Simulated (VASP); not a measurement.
# NaI (I4_1/amd) in VASP: notebook

Runs on NaI. Level: PBE. Tasks: single point.

Everything below comes from runs of VASP 6.6.1. Logs are shortened: lines on timing, memory, paths and dates and some standing lists are left out, and cuts for length are marked.

## 1. The cell of the first run

Symmetry: I4_1/amd, No. 141, tetragonal system. Conventional cell: a = 4.429 Å, b = 4.429 Å, c = 16.728 Å, α = 90.00°, β = 90.00°, γ = 90.00°. Within 4.1 Å of Na (site symmetry -4m2) lie 4 I at 3.13 Å. I (site symmetry -4m2) has 4 Na at 3.13 Å within 4.1 Å.

## 2. Single point, PBE

Contents of INCAR:

```
SYSTEM = NaI
PREC = Accurate ; ENCUT = 520
EDIFF = 1E-6 ; ISMEAR = 0
SIGMA = 0.1 ; LREAL = .FALSE.
LASPH = .TRUE. ; NELM = 60
ALGO = Normal ; ISIF = 2
LWAVE = .FALSE. ; LCHARG = .FALSE.
GGA = PE ; NBANDS = 22
```

Contents of KPOINTS:

```
regular mesh
0
G
  6 6 6
  0 0 0
```

Contents of POSCAR:

```
NaI
1.0
   -2.2145135000      2.2145135000      8.3637720000
    2.2145135000     -2.2145135000      8.3637720000
    2.2145135000      2.2145135000     -8.3637720000
Na I
2 2
Direct
    0.2500000000      0.7500000000      0.5000000000
    0.5000000000      0.5000000000      0.0000000000
    0.7500000000      0.2500000000      0.5000000000
    0.0000000000      0.0000000000      0.0000000000
```

Potentials or basis: VASP PAW PBE potentials, release 64 (Na_pv, I).

The run is started by

```
$ cat potpaw_PBE.64/Na_pv/POTCAR potpaw_PBE.64/I/POTCAR > POTCAR
$ mpirun -np 1 vasp_std > vasp.out
```

OUTCAR:

```text
SYSTEM = NaI
   PREC = Accurate
   ENCUT = 520
   EDIFF = 1E-6
   ISMEAR = 0
   LREAL = .FALSE.
   LASPH = .TRUE.
   NELM = 60
   ISIF = 2
   GGA = PE

 ion  position               nearest neighbor table
   1  0.250  0.750  0.500-   3 3.13   3 3.13   3 3.13   3 3.13
   2  0.500  0.500  0.000-   4 3.13   4 3.13   4 3.13   4 3.13
   3  0.750  0.250  0.500-   1 3.13   1 3.13   1 3.13   1 3.13
   4  0.000  0.000  0.000-   2 3.13   2 3.13   2 3.13   2 3.13

  LATTYP: Found a body centered tetragonal cell.
 ALAT       =     4.4290270000
 C/A-ratio  =     3.7767988319

  Lattice vectors:

 A1 = (  -2.2145135000,   2.2145135000,   8.3637720000)
 A2 = (   2.2145135000,  -2.2145135000,   8.3637720000)
 A3 = (   2.2145135000,   2.2145135000,  -8.3637720000)

Analysis of symmetry for initial positions (statically):
=====================================================================
 Subroutine PRICEL returns:
 Original cell was already a primitive cell.

 Routine SETGRP: Setting up the symmetry group for a
 body centered tetragonal supercell.

 Subroutine GETGRP returns: Found 16 space group operations
 (whereof  8 operations were pure point group operations)
 out of a pool of 16 trial point group operations.

The static configuration has the point symmetry D_2d.
 The point group associated with its full space group is D_4h.

Analysis of symmetry for dynamics (positions and initial velocities):
=====================================================================
 Subroutine PRICEL returns:
 Original cell was already a primitive cell.

 Routine SETGRP: Setting up the symmetry group for a
 body centered tetragonal supercell.

 Subroutine GETGRP returns: Found 16 space group operations
 (whereof  8 operations were pure point group operations)
 out of a pool of 16 trial point group operations.

The dynamic configuration has the point symmetry D_2d.
 The point group associated with its full space group is D_4h.

 Subroutine INISYM returns: Found 16 space group operations
 (whereof  8 operations are pure point group operations),
 and found     1 'primitive' translations

----------------------------------------------------------------------------------------

                                     Primitive cell

  volume of cell :     164.0661

  direct lattice vectors                    reciprocal lattice vectors
    -2.214513500  2.214513500  8.363772000     0.000000000  0.225783225  0.059781639
     2.214513500 -2.214513500  8.363772000     0.225783225  0.000000000  0.059781639
     2.214513500  2.214513500 -8.363772000     0.225783225  0.225783225  0.000000000

  length of vectors
     8.930891453  8.930891453  8.930891453     0.233563501  0.233563501  0.319305699

  position of ions in fractional coordinates (direct lattice)
     0.250000000  0.750000000  0.500000000
     0.500000000  0.500000000  0.000000000
     0.750000000  0.250000000  0.500000000
     0.000000000  0.000000000  0.000000000

  ion indices of the primitive-cell ions
   primitive index   ion index
                 1           1
                 2           2
                 3           3
                 4           4

----------------------------------------------------------------------------------------

 KPOINTS: regular mesh

Automatic generation of k-mesh.
 Grid dimensions read from file:
 generate k-points for:    6    6    6

 Generating k-lattice:

  Cartesian coordinates                     Fractional coordinates (reciprocal lattice)
     0.000000000  0.037630538  0.009963607     0.166666667  0.000000000  0.000000000
     0.037630538  0.000000000  0.009963607     0.000000000  0.166666667  0.000000000
     0.037630538  0.037630538  0.000000000     0.000000000  0.000000000  0.166666667

  Length of vectors
     0.038927250  0.038927250  0.053217617

  Shift w.r.t. Gamma in fractional coordinates (k-lattice)
     0.000000000  0.000000000  0.000000000

 Subroutine IBZKPT returns following result:
 ===========================================

 Found     30 irreducible k-points:

 Following reciprocal coordinates:
            Coordinates               Weight
  0.000000  0.000000  0.000000      1.000000
  0.166667 -0.000000  0.000000      8.000000
  0.333333  0.000000 -0.000000      8.000000
  0.500000  0.000000 -0.000000      4.000000
  0.166667  0.166667  0.000000      8.000000
  0.333333  0.166667  0.000000     16.000000
[... 16 lines left out ...]
 -0.333333 -0.333333  0.166667      8.000000
 -0.166667 -0.333333  0.166667      8.000000
 [... further k-points ...]
   k-points           NKPTS =     30   k-points in BZ     NKDIM =     30   number of bands    NBANDS=     22
   number of dos      NEDOS =    301   number of ions     NIONS =      4
   total plane-waves  NPLWV = 343000
   dimension x,y,z NGX =    70 NGY =   70 NGZ =   70
   dimension x,y,z NGXF=   140 NGYF=  140 NGZF=  140
   ions per type =               2   2
   NGX,Y,Z   is equivalent  to a cutoff of  13.03, 13.03, 13.03 a.u.
   NGXF,Y,Z  is equivalent  to a cutoff of  26.06, 26.06, 26.06 a.u.
 SYSTEM =  NaI
   PREC   = accura    normal or accurate (medium, high low for compatibility)
   ISTART =      0    job   : 0-new  1-cont  2-samecut
   ICHARG =      2    charge: 1-file 2-atom 10-const
   ISPIN  =      1    spin polarized calculation?
   LNONCOLLINEAR =      F non collinear calculations
   LSORBIT =      F    spin-orbit coupling
   LASPH  =      T    aspherical Exc in radial PAW
   ENCUT  =  520.0 eV  38.22 Ry    6.18 a.u.  16.61 16.61 16.61*2*pi/ulx,y,z
   NELM   =     60;   NELMIN=  2; NELMDL= -5     # of ELM steps
   EDIFF  = 0.1E-05   stopping-criterion for ELM
   LREAL  =      F    real-space projection
   EDIFFG = 0.1E-04   stopping-criterion for IOM
   NSW    =      0    number of steps for IOM
   IBRION =     -1    ionic relax: 0-MD 1-quasi-New 2-CG
   NFREE  =      0    steps in history (QN), initial steepest desc. (CG)
   ISIF   =      2    stress and relaxation
   ISYM   =      2    0-nonsym 1-usesym 2-fastsym
   POTIM  = 0.5000    time-step for ionic-motion
   TEBEG  =    0.0;   TEEND  =   0.0 temperature during run
   PSTRESS=    0.0 pullay stress
   NELECT =      28.0000    total number of electrons
   NUPDOWN=      -1.0000    fix difference up-down
   EMIN   =  10.00;   EMAX   =-10.00  energy-range for DOS
   EFERMI =   0.00;   METHOD = LEGACY
   ISMEAR =     0;   SIGMA  =   0.10  broadening in eV -4-tet -1-fermi 0-gaus
   EFERMI_NEDOS =   21; number of points for ismear=-14 and -15
   IALGO  =     38    algorithm
   IMIX   =      4    mixing-type and parameters
     AMIX     =   0.40;   BMIX     =  1.00
     AMIX_MAG =   1.60;   BMIX_MAG =  1.00
  volume/ion in A,a.u.               =      41.02       276.79
  Fermi-wavevector in a.u.,A,eV,Ry     =   0.908074  1.716011 11.219342  0.824598
  Thomas-Fermi vector in A             =   2.031957
   LORBIT       =      0    0 simple, 1 ext, 2 COOP (PROOUT), +10 PAW based schemes
   GGA     = PE    functional components
   LHFCALC =     F    Hartree Fock is set to
   AEXX    =    0.0000 exact exchange contribution
   IVDW    =     0    specifies the selected vdW correction
   LEPSILON=     F    determine dielectric tensor
   LRPA    =     F    only Hartree local field effects (RPA)
 non-spin polarized calculation
 Gauss-broadening in eV      SIGMA  =   0.10
  energy-cutoff  :      520.00
  volume of cell :      164.07
 maximum number of plane-waves:      4431
 NGX is ok and might be reduce to    70
   NGX = 33   NGY = 33   NGZ = 33

 number of electron      28.0000003 magnetization

 Free energy of the ion-electron system (eV)
  ---------------------------------------------------
  ext. energy  EPLUGINS =         0.00000000
  ---------------------------------------------------
  free energy    TOTEN  =       -10.30218253 eV

  energy without entropy =      -10.30218253  energy(sigma->0) =      -10.30218253

 E-fermi :   0.3343     XC(G=0):  -6.8414

 val. band max:       -0.1539094188   @ k =  -0.1667   0.1667   0.0000
 cond. band min:       2.9335017738   @ k =   0.0000   0.0000   0.0000
 fundamental gap:      3.0874111926
 Fermi energy:         0.3343275494

 k-point     1 :       0.0000    0.0000    0.0000
  band No.  band energies     occupation
      1     -23.0382      2.00000
      2     -23.0367      2.00000
      3     -22.9833      2.00000
      4     -22.9833      2.00000
      5     -22.9832      2.00000
      6     -22.9832      2.00000
[... 14 lines left out ...]
     21       9.2527      0.00000
     22       9.2540      0.00000

 k-point     2 :       0.1667   -0.0000    0.0000
  band No.  band energies     occupation
      1     -23.0381      2.00000
      2     -23.0367      2.00000
      3     -22.9844      2.00000
      4     -22.9843      2.00000
      5     -22.9831      2.00000
      6     -22.9830      2.00000
[... 14 lines left out ...]
     21       8.0723      0.00000
     22       8.8755      0.00000

 k-point     3 :       0.3333    0.0000   -0.0000
  band No.  band energies     occupation
      1     -23.0377      2.00000
      2     -23.0368      2.00000
      3     -22.9865      2.00000
      4     -22.9864      2.00000
      5     -22.9827      2.00000
      6     -22.9826      2.00000
[... 14 lines left out ...]
     21       8.2605      0.00000
     22       8.4542      0.00000

 k-point     4 :       0.5000    0.0000   -0.0000
  band No.  band energies     occupation
      1     -23.0375      2.00000
      2     -23.0368      2.00000
      3     -22.9876      2.00000
      4     -22.9875      2.00000
      5     -22.9825      2.00000
      6     -22.9824      2.00000
[... 14 lines left out ...]
     21       8.1414      0.00000
     22       8.1845      0.00000

 k-point     5 :       0.1667    0.1667    0.0000
  band No.  band energies     occupation
      1     -23.0379      2.00000
      2     -23.0367      2.00000
      3     -22.9842      2.00000
      4     -22.9842      2.00000
      5     -22.9840      2.00000
      6     -22.9839      2.00000
[... 417 lines left out ...]
 k-point    22 :      -0.1667    0.5000    0.1667
  band No.  band energies     occupation
      1     -23.0376      2.00000
      2     -23.0369      2.00000
      3     -22.9866      2.00000
      4     -22.9864      2.00000
      5     -22.9827      2.00000
      6     -22.9825      2.00000
[... 14 lines left out ...]
     21       8.4621      0.00000
     22       8.4758      0.00000

 k-point    23 :      -0.3333   -0.3333    0.1667
  band No.  band energies     occupation
      1     -23.0376      2.00000
      2     -23.0370      2.00000
      3     -22.9842      2.00000
      4     -22.9842      2.00000
      5     -22.9840      2.00000
      6     -22.9839      2.00000
[... 14 lines left out ...]
     21       7.9508      0.00000
     22       7.9957      0.00000

 k-point    24 :      -0.1667   -0.3333    0.1667
  band No.  band energies     occupation
      1     -23.0379      2.00000
      2     -23.0369      2.00000
      3     -22.9844      2.00000
      4     -22.9842      2.00000
      5     -22.9831      2.00000
      6     -22.9829      2.00000
[... 14 lines left out ...]
     21       8.2654      0.00000
     22       8.7323      0.00000

 [... further k-points ...]
[... 5 lines left out ...]
  --------------------------------------------------------------------------------------
  -------------------------------------------------------------------------------------
  Total        0.0738992      0.0738992      0.1468019      0.0000000      0.0000000      0.0000000
  in kB        0.7216583      0.7216583      1.4335849      0.0000000      0.0000000      0.0000000
  external PRESSURE =       0.9589672 kB  Pullay stress =       0.0000000 kB

 VOLUME and BASIS-vectors are now :
 -----------------------------------------------------------------------------
  energy-cutoff  :      520.00
  volume of cell :      164.07
      direct lattice vectors                 reciprocal lattice vectors
    -2.214513500  2.214513500  8.363772000     0.000000000  0.225783225  0.059781639
     2.214513500 -2.214513500  8.363772000     0.225783225  0.000000000  0.059781639
     2.214513500  2.214513500 -8.363772000     0.225783225  0.225783225  0.000000000

 POSITION                                       TOTAL-FORCE (eV/Angst)
 -----------------------------------------------------------------------------------
      2.21451      0.00000      4.18189         0.000000     -0.000000      0.000000
      0.00000      0.00000      8.36377        -0.000000      0.000000      0.000000
      0.00000      2.21451      4.18189        -0.000000     -0.000000     -0.000000
      0.00000      0.00000      0.00000         0.000000      0.000000      0.000000
 -----------------------------------------------------------------------------------
    total drift:                                0.000000     -0.000000      0.000000

  FREE ENERGIE OF THE ION-ELECTRON SYSTEM (eV)
  ---------------------------------------------------
  free  energy   TOTEN  =       -10.3021825310 eV

  energy  without entropy=      -10.3021825310  energy(sigma->0) =      -10.30218253
```

It took 5 min on 1 thread of AMD EPYC 7R13 (Zen 3), shared host; peak memory 0.64 GiB.

Results:

* Free energy: -10.3022 eV
* Pressure: 0.1 GPa
* Band gap on the k mesh: 3.09 eV, indirect (least direct gap 3.13 eV)

Levels at points of the mesh, in eV from the valence-band top:
| k point | band 12 | band 13 | band 14 | band 15 | band 16 | band 17 |
| --- | --- | --- | --- | --- | --- | --- |
| (0.00, 0.00, 0.00) | -0.32 | -0.32 | -0.04 | 3.09 | 4.71 | 6.01 |
| (0.50, 0.00, 0.00) | -0.25 | -0.22 | -0.14 | 4.74 | 5.30 | 5.97 |
| (0.50, 0.50, 0.00) | -1.53 | -0.25 | -0.25 | 4.27 | 4.27 | 6.36 |
| (0.50, 0.50, 0.50) | -0.43 | -0.22 | -0.22 | 4.01 | 4.01 | 6.29 |

Caveat: spin-orbit coupling is left out, which moves the levels of the heavy elements.

## 3. Single point, PBE

Contents of INCAR:

```
  PREC = Accurate
  ENCUT = 520
  EDIFF = 1E-7
  ISMEAR = 0
  SIGMA = 0.1
  LREAL = False
  LASPH = True
  NELM = 80
  ALGO = Normal
  ISIF = 2
  LWAVE = False
  LCHARG = False
  GGA = PE
  NBANDS = 22
```

Contents of KPOINTS:

```
regular mesh
0
Gamma
  6 6 6
```

Contents of POSCAR:

```
NaI
1.0
   -2.2145135000      2.2145135000      8.3637720000
    2.2145135000     -2.2145135000      8.3637720000
    2.2145135000      2.2145135000     -8.3637720000
Na I
2 2
Direct
    0.2830000000      1.6730000000      0.8320000000
    0.5330000000      1.4230000000      0.3320000000
    0.7830000000      1.1730000000      0.8320000000
    0.0330000000      0.9230000000      0.3320000000
```

Potentials or basis: VASP PAW PBE potentials, release 64 (Na_pv, I).

The run is started by

```
$ cat potpaw_PBE.64/Na_pv/POTCAR potpaw_PBE.64/I/POTCAR > POTCAR
$ mpirun -np 1 vasp_std > vasp.out
```

It took 5 min on 1 thread of AMD EPYC 7R13 (Zen 3), shared host; peak memory 0.64 GiB.

The run converged. Its results:

| Quantity | Value |
| --- | --- |
| Free energy | -10.3022 eV |
| Pressure | 0.1 GPa |
| Band gap on the k mesh | 3.09 eV, indirect (least direct gap 3.13 eV) |

Levels at points of the mesh, in eV from the valence-band top:
| k point | band 12 | band 13 | band 14 | band 15 | band 16 | band 17 |
| --- | --- | --- | --- | --- | --- | --- |
| (0.00, 0.00, 0.00) | -0.32 | -0.32 | -0.04 | 3.09 | 4.71 | 6.01 |
| (0.50, 0.00, 0.00) | -0.25 | -0.22 | -0.14 | 4.74 | 5.30 | 5.97 |
| (0.50, 0.50, 0.00) | -1.53 | -0.25 | -0.25 | 4.27 | 4.27 | 6.36 |
| (0.50, 0.50, 0.50) | -0.43 | -0.22 | -0.22 | 4.01 | 4.01 | 6.29 |

Caveat: spin-orbit coupling is left out, which moves the levels of the heavy elements. A k mesh can miss the band edges.

## 4. Single point, PBE

This run uses another cell than the first one, of 42.66 Å³/atom, 1.040 times its volume.

Contents of INCAR:

```
PREC = Accurate
ENCUT = 520
EDIFF = 1E-7
ISMEAR = -1
SIGMA = 0.0014
LREAL = F
LASPH = T
NELM = 100
ALGO = Normal
ISIF = 2
LWAVE = F
LCHARG = F
GGA = PE
NBANDS = 22
```

Contents of KPOINTS:

```
Automatic mesh
0
Gamma
  6 6 6
```

Contents of POSCAR:

```
NaI
1.0
   -2.2436551774      2.2436551774      8.4738342532
    2.2436551774     -2.2436551774      8.4738342532
    2.2436551774      2.2436551774     -8.4738342532
Na I
2 2
Direct
    0.2500000000      0.7500000000      0.5000000000
    0.5000000000      0.5000000000      0.0000000000
    0.7500000000      0.2500000000      0.5000000000
    0.0000000000      0.0000000000      0.0000000000
```

The run is started by

```
$ cat potpaw_PBE.64/Na_pv/POTCAR potpaw_PBE.64/I/POTCAR > POTCAR
$ mpirun -np 1 vasp_std > vasp.out
```

Run time: 5 min. Hardware: 1 thread of AMD EPYC 7R13 (Zen 3), shared host; peak memory 0.64 GiB.

Results (log left out):

```
Free energy            : -10.2968 eV
Pressure               : -0.4 GPa
Band gap on the k mesh : 3.03 eV, indirect (least direct gap 3.06 eV)
```

Stress tensor (GPa, compression positive):
```
-0.56  0.00  0.00
 0.00 -0.56  0.00
 0.00  0.00  0.08
```

Levels at points of the mesh, in eV from the valence-band top:
```tsv
k point	band 10	band 11	band 12	band 13	band 14	band 15	band 16	band 17	band 18	band 19
(0.00, 0.00, 0.00)	-0.34	-0.34	-0.32	-0.32	-0.04	3.03	4.60	5.99	6.35	7.03
(0.50, 0.00, 0.00)	-1.77	-0.74	-0.24	-0.20	-0.15	4.76	5.25	5.88	6.80	6.80
(0.50, 0.50, 0.00)	-1.48	-1.45	-1.45	-0.23	-0.23	4.23	4.24	6.35	6.35	6.88
(0.50, 0.50, 0.50)	-0.81	-0.42	-0.42	-0.23	-0.23	3.91	3.91	6.30	6.30	6.95
```

Caveat: spin-orbit coupling is left out, which moves the levels of the heavy elements. Expect the measured gap to be larger: semilocal functionals such as PBE lack the derivative discontinuity.
